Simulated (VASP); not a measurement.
# Ca (P6_3/mmc) in VASP: a series of runs, part 2 of 2

VASP 6.6.1. Earlier steps stand in the parts before.

## (3) Single point, r2SCAN

This run uses another cell than the first one, of the same volume but with other edges.

POSCAR

```
Ca
1.0
    3.9157947526      0.0000000000      0.0000000000
   -1.9578973763      3.3911777318      0.0000000000
    0.0000000000      0.0000000000      6.7355613330
Ca
2
Direct
    0.3333333333      0.6666666667      0.2500000000
    0.6666666667      0.3333333333      0.7500000000
```

INCAR.step1

```
SYSTEM = Ca
PREC = Accurate
ENCUT = 520
ISMEAR = 0
SIGMA = 0.15
LREAL = .False.
LASPH = .True.
NELM = 100
NBANDS = 17
GGA = PE
ALGO = Normal
EDIFF = 1E-4
LWAVE = .True.
LCHARG = .False.
```

INCAR.step2

```
SYSTEM = Ca
PREC = Accurate
ENCUT = 520
EDIFF = 1E-6
ISMEAR = 0
SIGMA = 0.15
LREAL = .False.
LASPH = .True.
NELM = 100
ALGO = Normal
ISIF = 2
LWAVE = .False.
LCHARG = .True.
METAGGA = R2SCAN
LMIXTAU = .True.
LELF = .True.
LVHAR = .True.
NBANDS = 17
ISTART = 1
```

KPOINTS

```
regular mesh
0
Gamma
  18 18 8
  0 0 0
```

Potentials or basis: VASP PAW PBE potentials, release 64 (Ca_sv).

Run with:

```bash
> cat potpaw_PBE.64/Ca_sv/POTCAR > POTCAR
> cp INCAR.step1 INCAR
> mpirun -np 1 vasp_std > vasp.out
> cp INCAR.step2 INCAR
> mpirun -np 1 vasp_std > vasp.out
```

OUTCAR:

```text
SYSTEM = Ca
   PREC = Accurate
   ENCUT = 520
   EDIFF = 1E-6
   ISMEAR = 0
   LREAL = .False.
   LASPH = .True.
   NELM = 100
   ISIF = 2
   METAGGA = R2SCAN
   ISTART = 1

 ion  position               nearest neighbor table
   1  0.333  0.667  0.250-
   2  0.667  0.333  0.750-

  LATTYP: Found a hexagonal cell.
 ALAT       =     3.9157947526
 C/A-ratio  =     1.7201007097

  Lattice vectors:

 A1 = (   3.9157947526,   0.0000000000,   0.0000000000)
 A2 = (  -1.9578973763,   3.3911777318,   0.0000000000)
 A3 = (   0.0000000000,   0.0000000000,   6.7355613330)

Analysis of symmetry for initial positions (statically):
=====================================================================
 Subroutine PRICEL returns:
 Original cell was already a primitive cell.

 Routine SETGRP: Setting up the symmetry group for a
 hexagonal supercell.

 Subroutine GETGRP returns: Found 24 space group operations
 (whereof 12 operations were pure point group operations)
 out of a pool of 24 trial point group operations.

The static configuration has the point symmetry D_3d.
 The point group associated with its full space group is D_6h.

Analysis of symmetry for dynamics (positions and initial velocities):
=====================================================================
 Subroutine PRICEL returns:
 Original cell was already a primitive cell.

 Routine SETGRP: Setting up the symmetry group for a
 hexagonal supercell.

 Subroutine GETGRP returns: Found 24 space group operations
 (whereof 12 operations were pure point group operations)
 out of a pool of 24 trial point group operations.

The dynamic configuration has the point symmetry D_3d.
 The point group associated with its full space group is D_6h.

 Subroutine INISYM returns: Found 24 space group operations
 (whereof 12 operations are pure point group operations),
 and found     1 'primitive' translations

[... 112 lines left out ...]
   IMIX   =      4    mixing-type and parameters
     AMIX     =   0.40;   BMIX     =  1.00
     AMIX_MAG =   1.60;   BMIX_MAG =  1.00
  volume/ion in A,a.u.               =      44.72       301.79
  Fermi-wavevector in a.u.,A,eV,Ry     =   0.993658  1.877741 13.433785  0.987355
  Thomas-Fermi vector in A             =   2.125555
   LORBIT       =      0    0 simple, 1 ext, 2 COOP (PROOUT), +10 PAW based schemes
   METAGGA = R2SCAN    functional components
   LHFCALC =     F    Hartree Fock is set to
   AEXX    =    0.0000 exact exchange contribution
   IVDW    =     0    specifies the selected vdW correction
   LEPSILON=     F    determine dielectric tensor
   LRPA    =     F    only Hartree local field effects (RPA)
 non-spin polarized calculation
 Gauss-broadening in eV      SIGMA  =   0.15
  energy-cutoff  :      520.00
  volume of cell :       89.44
 maximum number of plane-waves:      2437
 NGX is ok and might be reduce to    30

 number of electron      19.9999994 magnetization

 Free energy of the ion-electron system (eV)
  ---------------------------------------------------
  ext. energy  EPLUGINS =         0.00000000
  ---------------------------------------------------
  free energy    TOTEN  =       -14.04699115 eV

  energy without entropy =      -14.02258203  energy(sigma->0) =      -14.03478659

 E-fermi :   1.8334     XC(G=0):  -8.0322

 val. band max:        1.8227383214   @ k =   0.3333   0.2778   0.2500
 cond. band min:       1.8386025734   @ k =   0.3333   0.0556   0.0000
 fundamental gap:      0.0158642520
 Fermi energy:         1.8333731106

 k-point     1 :       0.0000    0.0000    0.0000
  band No.  band energies     occupation
      1     -42.1363      2.00000
      2     -42.1276      2.00000
      3     -22.2675      2.00000
      4     -22.1851      2.00000
      5     -22.1850      2.00000
      6     -22.1730      2.00000
[... 457 lines left out ...]
      4     -22.2729      2.00000
      5     -22.2212      2.00000
      6     -22.2179      2.00000
[... 9 lines left out ...]
     16       5.5776      0.00000
     17       6.0138      0.00000

 [... further k-points ...]

------------------------ aborting loop because EDIFF is reached ----------------------------------------

  FORCE on cell =-STRESS in cart. coord.  units (eV):
  Direction    XX          YY          ZZ          XY          YZ          ZX
  --------------------------------------------------------------------------------------
  -------------------------------------------------------------------------------------
  Total        0.0238850      0.0238850     -0.8652569      0.0000000      0.0000000      0.0000000
  in kB        0.4278497      0.4278497    -15.4992753      0.0000000      0.0000000      0.0000000
  external PRESSURE =      -4.8811919 kB  Pullay stress =       0.0000000 kB

 VOLUME and BASIS-vectors are now :
 -----------------------------------------------------------------------------
  energy-cutoff  :      520.00
  volume of cell :       89.44
      direct lattice vectors                 reciprocal lattice vectors
     3.915794753  0.000000000  0.000000000     0.255376000  0.147441402  0.000000000
    -1.957897376  3.391177732  0.000000000     0.000000000  0.294882804  0.000000000
     0.000000000  0.000000000  6.735561333     0.000000000  0.000000000  0.148465726

 POSITION                                       TOTAL-FORCE (eV/Angst)
 -----------------------------------------------------------------------------------
     -0.00000      2.26079      1.68389         0.000000      0.000000      0.000000
      1.95790      1.13039      5.05167        -0.000000     -0.000000      0.000000
 -----------------------------------------------------------------------------------
    total drift:                                0.000000     -0.000000      0.000000

  FREE ENERGIE OF THE ION-ELECTRON SYSTEM (eV)
  ---------------------------------------------------
  free  energy   TOTEN  =       -14.0469911539 eV

  energy  without entropy=      -14.0225820296  energy(sigma->0) =      -14.03478659
```

OUTCAR.step1:

```text
SYSTEM = Ca
   PREC = Accurate
   ENCUT = 520
   ISMEAR = 0
   LREAL = .False.
   LASPH = .True.
[... 705 lines left out ...]
     -0.00000      2.26079      1.68389        -0.000000     -0.000000      0.000000
      1.95790      1.13039      5.05167         0.000000      0.000000      0.000000
 -----------------------------------------------------------------------------------
    total drift:                                0.000000     -0.000000      0.000000

  FREE ENERGIE OF THE ION-ELECTRON SYSTEM (eV)
  ---------------------------------------------------
  free  energy   TOTEN  =        -3.8425593293 eV

  energy  without entropy=       -3.8172321190  energy(sigma->0) =       -3.82989572
```

Wall time 23 min (1 thread of Oxide Virtual Turin-like, shared host); peak memory 0.35 GiB.

Results:

```yaml
Free_energy: -14.0470 eV
Pressure: -0.5 GPa
Band_gap_on_the_k_mesh: zero (band 10 reaches 2.14 eV, above the bottom of band 11 at 1.24 eV)
```

Stress tensor (GPa, compression positive):
```
 0.04  0.00  0.00
 0.00  0.04  0.00
 0.00  0.00 -1.55
```

Levels at points of the mesh, in eV from the Fermi level:
| k point | band 8 | band 9 | band 10 | band 11 | band 12 | band 13 |
| --- | --- | --- | --- | --- | --- | --- |
| (0.00, 0.00, 0.00) | -24.00 | -4.25 | -1.18 | -0.59 | 2.33 | 2.58 |
| (0.50, 0.00, 0.00) | -24.02 | -1.06 | -0.75 | 0.29 | 0.52 | 1.38 |
| (0.00, 0.00, 0.50) | -24.01 | -3.28 | -3.28 | 1.37 | 1.37 | 2.60 |
| (0.50, 0.00, 0.50) | -24.03 | -0.62 | -0.62 | 0.02 | 0.02 | 1.57 |

Caveat: the PAW data sets were made with another functional, which shifts forces and pressure a little.
